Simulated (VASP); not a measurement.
# WAu: single point with PBE

The system is WAu.

```xyz
2
Lattice="0.0000 2.8019 2.8019 2.8019 0.0000 2.8019 2.8019 2.8019 0.0000" Properties=species:S:1:pos:R:3 pbc="T T T"
W     0.0000    0.0000    0.0000
Au    4.2028    4.2028    4.2028
```

This cell differs from its parent crystal: volume scaled by 1.06.

- Program: VASP 6.6.1
- Task: single point
- Functional: PBE
- Potentials or basis: VASP PAW PBE potentials, release 64 (W_sv, Au)
- Cutoff: 520 eV
- k mesh: 8 × 8 × 8
- Occupations: fermi-dirac, width 0.05 eV
- Spin: no spin polarisation

```
Pressure : 19.0 GPa
```

Levels at points of the mesh, in eV from the Fermi level:
```tsv
k point	band 10	band 11	band 12	band 13	band 14	band 15	band 16	band 17
(0.00, 0.00, 0.00)	-6.09	-0.81	-0.81	-0.81	1.90	1.90	8.91	11.58
(0.50, 0.00, 0.00)	-5.37	-2.08	-0.23	-0.23	1.65	1.65	2.39	8.59
(0.50, 0.50, 0.00)	-4.16	-3.04	0.39	1.39	1.79	1.79	3.32	3.60
```

Wall time 20 s on 1 thread of Intel(R) Xeon(R) Platinum 8488C (Sapphire Rapids), with other jobs on the host, peak memory 0.18 GiB.

Caveat: spin-orbit coupling is left out, which moves the levels of the heavy elements.
